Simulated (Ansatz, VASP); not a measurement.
## Two plane-wave programs on Ga4BAs3

```
CELL_PARAMETERS angstrom
5.52065 0.00000 0.00000
0.00000 5.52065 0.00000
0.00000 0.00000 5.52065
ATOMIC_POSITIONS crystal
Ga 0.22037 0.22037 0.22037
Ga 0.77963 0.77963 0.22037
Ga 0.77963 0.22037 0.77963
Ga 0.22037 0.77963 0.77963
B 0.00000 0.00000 0.00000
As 0.50000 0.00000 0.50000
As 0.00000 0.50000 0.50000
As 0.50000 0.50000 0.00000
```

Alike in both runs: task relaxation of cell and atoms; functional PBE; k mesh 6 × 6 × 6; occupations gaussian, width 0.1 eV; no spin polarisation.

```csv
,VASP,Ansatz
version,VASP 6.6.1,Ansatz 0.2.0
potentials or method,"VASP PAW PBE potentials, release 64 (Ga_d, B, As), cutoff 600 eV","scalar-relativistic, plane waves, PAW"
valence electrons in the cell,70,100
```

Ansatz gave:

* gap on the k mesh at the Fermi level, each at its own relaxed structure (eV): none
* relaxed volume (Å³/atom): 21.12
* relaxed cell length with the largest relative difference (Å): 5.528

Task: Estimate VASP's values.

Result: gap on the k mesh at the Fermi level, each at its own relaxed structure (eV): none; relaxed volume (Å³/atom): 21.17; relaxed cell length with the largest relative difference (Å): 5.532.

A gap of «none» marks a metal or a gap that the smearing closes. VASP's potentials hold 70 valence electrons a cell and Ansatz's 100, so a difference there can come from the potentials and not from the codes.
